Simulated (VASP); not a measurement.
A run of VASP 6.6.1 is set up as follows.

The input INCAR:

```
PREC = Accurate ; ENCUT = 520
EDIFF = 1E-7 ; ISMEAR = 0
SIGMA = 0.02 ; LREAL = F
LASPH = T ; NELM = 60
ALGO = Normal ; ISIF = 2
LWAVE = F ; LCHARG = F
GGA = PE ; IVDW = 12
NBANDS = 11
```

Contents of KPOINTS:

```
Automatic mesh
0
Gamma
  15 15 15
```

Contents of POSCAR:

```
C
1.0
    1.2324984681      0.7115833223      3.3613878357
   -1.2324984681      0.7115833223      3.3613878357
    0.0000000000     -1.4231666447      3.3613878357
C
2
Direct
    0.1665955851      0.1665955851      0.1665955851
    0.8334044149      0.8334044149      0.8334044149
```

Potentials or basis: VASP PAW PBE potentials, release 64 (C).

Command:

```bash
$ cat potpaw_PBE.64/C/POTCAR > POTCAR
$ mpirun -np 1 vasp_std > vasp.out
```

(1) Predict the pressure.

(2) Predict the band gap on the k mesh.

(3) Estimate the dispersion energy per atom.

Results:

(1) 0.5 GPa.

(2) 0.65 eV, direct.

(3) -0.156 eV.
